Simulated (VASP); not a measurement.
# SiNi2 (P6_3/mmc) in VASP: a series of runs

SiNi2 is run at these levels: r2SCAN; tasks: single point.

Everything below comes from runs of VASP 6.6.1. Logs are shortened: lines on timing, memory, paths and dates and some standing lists are left out, and cuts for length are marked.

## 1. The cell of the first run

It takes space group P6_3/mmc (No. 194, hexagonal). Conventional cell: a = 3.919 Å, b = 3.919 Å, c = 4.631 Å, α = 90.00°, β = 90.00°, γ = 120.00°. Within 3.0 Å of Si (site symmetry -6m2) lie 11 Ni at 2.26 to 2.54 Å. Ni (site symmetry -3m) has 8 Ni at 2.32 to 2.54 Å and 6 Si at 2.54 Å within 3.1 Å. Within 3.0 Å of Ni (site symmetry -6m2) lie 5 Si at 2.26 to 2.32 Å and 6 Ni at 2.54 Å.

## 2. Single point, r2SCAN (uniaxial strain along c: -6.0 %, then relaxed in part)

POSCAR reads:

```
SiNi2
1.0
    3.9185485918      0.0000000000      0.0000000000
   -1.9592742959      3.3935626265      0.0000000000
    0.0000000000      0.0000000000      4.6312024674
Si Ni
2 4
Direct
    0.3333333341      0.6666666659      0.7500000000
    0.6666666659      0.3333333341      0.2500000000
    0.0000000000      0.0000000000      0.0000000000
    0.0000000000      0.0000000000      0.5000000000
    0.3333333339      0.6666666661      0.2500000000
    0.6666666661      0.3333333339      0.7500000000
```

INCAR.step1 reads:

```
SYSTEM = SiNi2
PREC = Accurate ; ENCUT = 520
ISMEAR = 0 ; SIGMA = 0.1
LREAL = .FALSE. ; LASPH = .TRUE.
NELM = 60 ; NBANDS = 33
GGA = PE ; ALGO = Normal
EDIFF = 1E-4 ; LWAVE = .TRUE.
LCHARG = .FALSE.
```

INCAR.step2 reads:

```
SYSTEM = SiNi2
PREC = Accurate ; ENCUT = 520
EDIFF = 1E-7 ; ISMEAR = 0
SIGMA = 0.1 ; LREAL = .FALSE.
LASPH = .TRUE. ; NELM = 60
ALGO = Normal ; ISIF = 2
LWAVE = .FALSE. ; LCHARG = .FALSE.
METAGGA = R2SCAN ; LMIXTAU = .TRUE.
NBANDS = 33 ; ISTART = 1
```

KPOINTS reads:

```
Automatic mesh
0
G
  12 12 8
  0 0 0
```

Potentials or basis: VASP PAW PBE potentials, release 64 (Si, Ni).

Launch:

```console
$ cat potpaw_PBE.64/Si/POTCAR potpaw_PBE.64/Ni/POTCAR > POTCAR
$ cp INCAR.step1 INCAR
$ mpirun -np 1 vasp_std > vasp.out
$ cp INCAR.step2 INCAR
$ mpirun -np 1 vasp_std > vasp.out
```

OUTCAR:

```text
SYSTEM = SiNi2
   PREC = Accurate
   ENCUT = 520
   EDIFF = 1E-7
   ISMEAR = 0
   LREAL = .FALSE.
   LASPH = .TRUE.
   NELM = 60
   ISIF = 2
   METAGGA = R2SCAN
   ISTART = 1

 ion  position               nearest neighbor table
   1  0.333  0.667  0.750-   6 2.26   6 2.26   6 2.26   5 2.32   5 2.32   4 2.54   3 2.54   4 2.54
                             3 2.54   3 2.54   4 2.54
   2  0.667  0.333  0.250-   5 2.26   5 2.26   5 2.26   6 2.32   6 2.32   3 2.54   4 2.54   3 2.54
                             4 2.54   3 2.54   4 2.54
   3  0.000  0.000  0.000-   4 2.32   4 2.32   2 2.54   1 2.54   2 2.54   1 2.54   6 2.54   5 2.54
                             5 2.54   6 2.54   6 2.54   5 2.54   1 2.54   2 2.54
   4  0.000  0.000  0.500-   3 2.32   3 2.32   2 2.54   1 2.54   2 2.54   1 2.54   6 2.54   5 2.54
                             5 2.54   6 2.54   6 2.54   5 2.54   1 2.54   2 2.54
   5  0.333  0.667  0.250-   2 2.26   2 2.26   2 2.26   1 2.32   1 2.32   4 2.54   3 2.54   4 2.54
                             3 2.54   3 2.54   4 2.54
   6  0.667  0.333  0.750-   1 2.26   1 2.26   1 2.26   2 2.32   2 2.32   3 2.54   4 2.54   3 2.54
                             4 2.54   3 2.54   4 2.54

  LATTYP: Found a hexagonal cell.
 ALAT       =     3.9185485918
 C/A-ratio  =     1.1818667956

  Lattice vectors:

 A1 = (   3.9185485918,   0.0000000000,   0.0000000000)
 A2 = (  -1.9592742959,   3.3935626265,   0.0000000000)
 A3 = (   0.0000000000,   0.0000000000,   4.6312024674)

Analysis of symmetry for initial positions (statically):
=====================================================================
 Subroutine PRICEL returns:
 Original cell was already a primitive cell.

 Routine SETGRP: Setting up the symmetry group for a
 hexagonal supercell.

 Subroutine GETGRP returns: Found 24 space group operations
 (whereof 12 operations were pure point group operations)
 out of a pool of 24 trial point group operations.

The static configuration has the point symmetry D_3d.
 The point group associated with its full space group is D_6h.

Analysis of symmetry for dynamics (positions and initial velocities):
=====================================================================
 Subroutine PRICEL returns:
 Original cell was already a primitive cell.

 Routine SETGRP: Setting up the symmetry group for a
 hexagonal supercell.

 Subroutine GETGRP returns: Found 24 space group operations
 (whereof 12 operations were pure point group operations)
 out of a pool of 24 trial point group operations.

The dynamic configuration has the point symmetry D_3d.
 The point group associated with its full space group is D_6h.

 Subroutine INISYM returns: Found 24 space group operations
 (whereof 12 operations are pure point group operations),
 and found     1 'primitive' translations

----------------------------------------------------------------------------------------

                                     Primitive cell

  volume of cell :      61.5850

  direct lattice vectors                    reciprocal lattice vectors
     3.918548592  0.000000000  0.000000000     0.255196529  0.147337785  0.000000000
    -1.959274296  3.393562627  0.000000000     0.000000000  0.294675570  0.000000000
     0.000000000  0.000000000  4.631202467     0.000000000  0.000000000  0.215926643

  length of vectors
     3.918548592  3.918548592  4.631202467     0.294675570  0.294675570  0.215926643

  position of ions in fractional coordinates (direct lattice)
     0.333333334  0.666666666  0.750000000
     0.666666666  0.333333334  0.250000000
     0.000000000  0.000000000  0.000000000
     0.000000000  0.000000000  0.500000000
     0.333333334  0.666666666  0.250000000
     0.666666666  0.333333334  0.750000000

  ion indices of the primitive-cell ions
   primitive index   ion index
                 1           1
                 2           2
                 3           3
                 4           4
                 5           5
                 6           6

----------------------------------------------------------------------------------------

 KPOINTS: Automatic mesh

Automatic generation of k-mesh.
 Grid dimensions read from file:
 generate k-points for:   12   12    8

 Generating k-lattice:

  Cartesian coordinates                     Fractional coordinates (reciprocal lattice)
     0.021266377  0.012278149  0.000000000     0.083333333  0.000000000  0.000000000
     0.000000000  0.024556297  0.000000000     0.000000000  0.083333333  0.000000000
     0.000000000  0.000000000  0.026990830     0.000000000  0.000000000  0.125000000

  Length of vectors
     0.024556297  0.024556297  0.026990830

  Shift w.r.t. Gamma in fractional coordinates (k-lattice)
     0.000000000  0.000000000  0.000000000

 Subroutine IBZKPT returns following result:
 ===========================================

 Found     95 irreducible k-points:

 Following reciprocal coordinates:
            Coordinates               Weight
  0.000000  0.000000  0.000000      1.000000
  0.083333 -0.000000  0.000000      6.000000
  0.166667 -0.000000  0.000000      6.000000
  0.250000 -0.000000  0.000000      6.000000
  0.333333 -0.000000  0.000000      6.000000
  0.416667 -0.000000  0.000000      6.000000
[... 16 lines left out ...]
  0.250000 -0.000000  0.125000     12.000000
  0.333333 -0.000000  0.125000     12.000000
 [... further k-points ...]
   k-points           NKPTS =     95   k-points in BZ     NKDIM =     95   number of bands    NBANDS=     33
   number of dos      NEDOS =    301   number of ions     NIONS =      6
   total plane-waves  NPLWV =  32400
   dimension x,y,z NGX =    30 NGY =   30 NGZ =   36
   dimension x,y,z NGXF=    60 NGYF=   60 NGZF=   72
   ions per type =               2   4
   NGX,Y,Z   is equivalent  to a cutoff of  12.73, 12.73, 12.92 a.u.
   NGXF,Y,Z  is equivalent  to a cutoff of  25.46, 25.46, 25.85 a.u.
 SYSTEM =  SiNi2
   PREC   = accura    normal or accurate (medium, high low for compatibility)
   ISTART =      1    job   : 0-new  1-cont  2-samecut
   ICHARG =      0    charge: 1-file 2-atom 10-const
   ISPIN  =      1    spin polarized calculation?
   LNONCOLLINEAR =      F non collinear calculations
   LSORBIT =      F    spin-orbit coupling
   LASPH  =      T    aspherical Exc in radial PAW
   ENCUT  =  520.0 eV  38.22 Ry    6.18 a.u.   7.29  7.29  8.61*2*pi/ulx,y,z
   NELM   =     60;   NELMIN=  2; NELMDL=  0     # of ELM steps
   EDIFF  = 0.1E-06   stopping-criterion for ELM
   LREAL  =      F    real-space projection
   EDIFFG = 0.1E-05   stopping-criterion for IOM
   NSW    =      0    number of steps for IOM
   IBRION =     -1    ionic relax: 0-MD 1-quasi-New 2-CG
   NFREE  =      0    steps in history (QN), initial steepest desc. (CG)
   ISIF   =      2    stress and relaxation
   ISYM   =      2    0-nonsym 1-usesym 2-fastsym
   POTIM  = 0.5000    time-step for ionic-motion
   TEBEG  =    0.0;   TEEND  =   0.0 temperature during run
   PSTRESS=    0.0 pullay stress
   NELECT =      48.0000    total number of electrons
   NUPDOWN=      -1.0000    fix difference up-down
   EMIN   =  10.00;   EMAX   =-10.00  energy-range for DOS
   EFERMI =   0.00;   METHOD = LEGACY
   ISMEAR =     0;   SIGMA  =   0.10  broadening in eV -4-tet -1-fermi 0-gaus
   EFERMI_NEDOS =   21; number of points for ismear=-14 and -15
   IALGO  =     38    algorithm
   IMIX   =      4    mixing-type and parameters
     AMIX     =   0.40;   BMIX     =  1.00
     AMIX_MAG =   1.60;   BMIX_MAG =  1.00
  volume/ion in A,a.u.               =      10.26        69.27
  Fermi-wavevector in a.u.,A,eV,Ry     =   1.506596  2.847055 30.882953  2.269833
  Thomas-Fermi vector in A             =   2.617293
   LORBIT       =      0    0 simple, 1 ext, 2 COOP (PROOUT), +10 PAW based schemes
   METAGGA = R2SCAN    functional components
   LHFCALC =     F    Hartree Fock is set to
   AEXX    =    0.0000 exact exchange contribution
   IVDW    =     0    specifies the selected vdW correction
   LEPSILON=     F    determine dielectric tensor
   LRPA    =     F    only Hartree local field effects (RPA)
 non-spin polarized calculation
 Gauss-broadening in eV      SIGMA  =   0.10
  energy-cutoff  :      520.00
  volume of cell :       61.58
 maximum number of plane-waves:      1691
 NGX is ok and might be reduce to    30
   NGX = 15   NGY = 15   NGZ = 17

 number of electron      48.0000060 magnetization

 Free energy of the ion-electron system (eV)
  ---------------------------------------------------
  ext. energy  EPLUGINS =         0.00000000
  ---------------------------------------------------
  free energy    TOTEN  =       -67.97050192 eV

  energy without entropy =      -67.95572504  energy(sigma->0) =      -67.96311348

 E-fermi :  11.9433     XC(G=0): -14.3809

 val. band max:       11.9413822091   @ k =   0.3333   0.2500   0.0000
 cond. band min:      11.9603362049   @ k =   0.2500   0.1667   0.3750
 fundamental gap:      0.0189539958
 Fermi energy:        11.9433291531

 k-point     1 :       0.0000    0.0000    0.0000
  band No.  band energies     occupation
      1      -1.8095      2.00000
      2       3.5700      2.00000
      3       5.1082      2.00000
      4       6.2539      2.00000
      5       6.2539      2.00000
      6       7.5787      2.00000
[... 25 lines left out ...]
     32      17.9424      0.00000
     33      20.9787      0.00000

 k-point     2 :       0.0833   -0.0000    0.0000
  band No.  band energies     occupation
      1      -1.7168      2.00000
      2       3.5500      2.00000
      3       5.1700      2.00000
      4       6.2619      2.00000
      5       6.3003      2.00000
      6       7.2306      2.00000
[... 25 lines left out ...]
     32      18.4296      0.00000
     33      20.3568      0.00000

 k-point     3 :       0.1667   -0.0000    0.0000
  band No.  band energies     occupation
      1      -1.4416      2.00000
      2       3.4711      2.00000
      3       5.3508      2.00000
      4       6.1935      2.00000
      5       6.4365      2.00000
      6       6.8093      2.00000
[... 25 lines left out ...]
     32      19.6305      0.00000
     33      19.7754      0.00000

 k-point     4 :       0.2500   -0.0000    0.0000
  band No.  band energies     occupation
      1      -0.9933      2.00000
      2       3.2732      2.00000
      3       5.6364      2.00000
      4       5.7282      2.00000
      5       6.6537      2.00000
      6       6.6896      2.00000
[... 25 lines left out ...]
     32      19.2046      0.00000
     33      19.4212      0.00000

 k-point     5 :       0.3333   -0.0000    0.0000
  band No.  band energies     occupation
      1      -0.3922      2.00000
      2       2.8610      2.00000
      3       5.1366      2.00000
      4       5.9974      2.00000
      5       6.8224      2.00000
      6       6.9335      2.00000
[... 604 lines left out ...]
 k-point    22 :       0.1667   -0.0000    0.1250
  band No.  band energies     occupation
      1      -1.3279      2.00000
      2       3.0697      2.00000
      3       5.3366      2.00000
      4       6.4514      2.00000
      5       6.4599      2.00000
      6       6.8129      2.00000
[... 25 lines left out ...]
     32      19.0102      0.00000
     33      19.9305      0.00000

 k-point    23 :       0.2500   -0.0000    0.1250
  band No.  band energies     occupation
      1      -0.8818      2.00000
      2       3.0710      2.00000
      3       5.1351      2.00000
      4       6.0960      2.00000
      5       6.6633      2.00000
      6       6.9137      2.00000
[... 25 lines left out ...]
     32      19.0312      0.00000
     33      20.0873      0.00000

 k-point    24 :       0.3333   -0.0000    0.1250
  band No.  band energies     occupation
      1      -0.2841      2.00000
      2       2.8363      2.00000
      3       4.8413      2.00000
      4       5.8823      2.00000
      5       6.9342      2.00000
      6       7.1524      2.00000
[... 25 lines left out ...]
     32      20.0322      0.00000
     33      20.4652      0.00000

 [... further k-points ...]

------------------------ aborting loop because EDIFF is reached ----------------------------------------

  FORCE on cell =-STRESS in cart. coord.  units (eV):
  Direction    XX          YY          ZZ          XY          YZ          ZX
  --------------------------------------------------------------------------------------
  -------------------------------------------------------------------------------------
  Total        0.1316474      0.1316474     10.2157418     -0.0000000      0.0000000      0.0000000
  in kB        3.4249006      3.4249006    265.7697922     -0.0000000      0.0000000      0.0000000
  external PRESSURE =      90.8731978 kB  Pullay stress =       0.0000000 kB

 VOLUME and BASIS-vectors are now :
 -----------------------------------------------------------------------------
  energy-cutoff  :      520.00
  volume of cell :       61.58
      direct lattice vectors                 reciprocal lattice vectors
     3.918548592  0.000000000  0.000000000     0.255196529  0.147337785  0.000000000
    -1.959274296  3.393562627  0.000000000     0.000000000  0.294675570  0.000000000
     0.000000000  0.000000000  4.631202467     0.000000000  0.000000000  0.215926643

 POSITION                                       TOTAL-FORCE (eV/Angst)
 -----------------------------------------------------------------------------------
      0.00000      2.26238      3.47340         0.000000      0.000000      0.000000
      1.95927      1.13119      1.15780        -0.000000     -0.000000      0.000000
      0.00000      0.00000      0.00000        -0.000000      0.000000      0.000000
      0.00000      0.00000      2.31560        -0.000000      0.000000      0.000000
      0.00000      2.26238      1.15780         0.000000      0.000000      0.000000
      1.95927      1.13119      3.47340         0.000000     -0.000000      0.000000
 -----------------------------------------------------------------------------------
    total drift:                                0.000000     -0.000000      0.000000

  FREE ENERGIE OF THE ION-ELECTRON SYSTEM (eV)
  ---------------------------------------------------
  free  energy   TOTEN  =       -67.9705019224 eV

  energy  without entropy=      -67.9557250418  energy(sigma->0) =      -67.96311348
```

Run time: 8.9 min. Hardware: 1 thread of Intel Xeon 6975P-C (Granite Rapids), shared host; peak memory 0.28 GiB.

What came out:

| Item | Value |
| --- | --- |
| Free energy | -67.9705 eV |
| Pressure | 9.1 GPa |
| Band gap on the k mesh | zero (bands 24 and 25 overlap by 3.27 eV) |

Stress tensor (GPa, compression positive):
```
 0.34  0.00  0.00
 0.00  0.34  0.00
 0.00  0.00 26.58
```

Caveat: the cell differs from its parent crystal (uniaxial strain along c: -6.0 %, then relaxed in part); the cell stands under pressure; the PAW data sets were made with another functional, which shifts forces and pressure a little. Spin polarisation is off, so any magnetic state and its effect on volume and gap are missing.

(Part 1 of 2 ends here.)
